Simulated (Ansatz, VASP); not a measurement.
**One calculation of Be, two programs**

File INCAR:

```
PREC = Accurate
ENCUT = 520
EDIFF = 1E-7
ISMEAR = 0
SIGMA = 0.15
LREAL = F
LASPH = T
NELM = 80
ALGO = Normal
ISIF = 2
LWAVE = F
LCHARG = F
GGA = PS
NBANDS = 9
```

File KPOINTS:

```
Automatic mesh
0
Gamma
  24 24 14
```

File POSCAR:

```
Be
1.0
    2.2305169254      0.0000000000      0.0000000000
   -1.1152584627      1.9316843209      0.0000000000
    0.0000000000      0.0000000000      3.6549135000
Be
2
Direct
    0.3333333333      0.6666666667      0.2500000000
    0.6666666667      0.3333333333      0.7500000000
```

Input for Ansatz:

```yaml
crystal:
  lattice:
    - [2.2305169254, 0.0, 0.0]
    - [-1.1152584627, 1.9316843209, 0.0]
    - [0.0, 0.0, 3.6549135]
  atoms:
    - { symbol: Be, position: [0.3333333333, 0.6666666667, 0.25] }
    - { symbol: Be, position: [0.6666666667, 0.3333333333, 0.75] }
basis:
  ecutwfc: 420
kpoints:
  mp_grid: { grid: [24, 24, 14] }
hamiltonian:
  xc: pbesol
scf:
  occupations: { method: gaussian, width: 0.15 }
output:
  forces: true
  stress: true
  eigenvalues: true
```

Change from the starting cell: strain -0.030 along x and y, +0.015 along z, atoms carried along.

Alike in both runs: task single point; functional PBEsol; k mesh 24 × 24 × 14; occupations gaussian, width 0.15 eV; no spin polarisation.

|  | VASP | Ansatz |
| --- | --- | --- |
| version | VASP 6.6.1 | Ansatz 0.2.0 |
| potentials or method | VASP PAW PBE potentials, release 64 (Be), cutoff 520 eV | scalar-relativistic, plane waves, PAW |
| valence electrons in the cell | 4 | 4 |

|  | VASP | Ansatz | Ansatz less VASP |
| --- | --- | --- | --- |
| gap on the k mesh at the Fermi level (eV) | none | none | - |
| pressure (GPa) | -0.4 | -0.8 | -0.37 |
| traceless stress, the component that is largest in VASP (GPa) | -9.37 | -9.39 | -0.021 |

VASP's potentials were made for PBE, not for PBEsol. A gap of «none» marks a metal or a gap that the smearing closes. With one functional, cell and mesh, what is left measures potentials, basis and numerics.
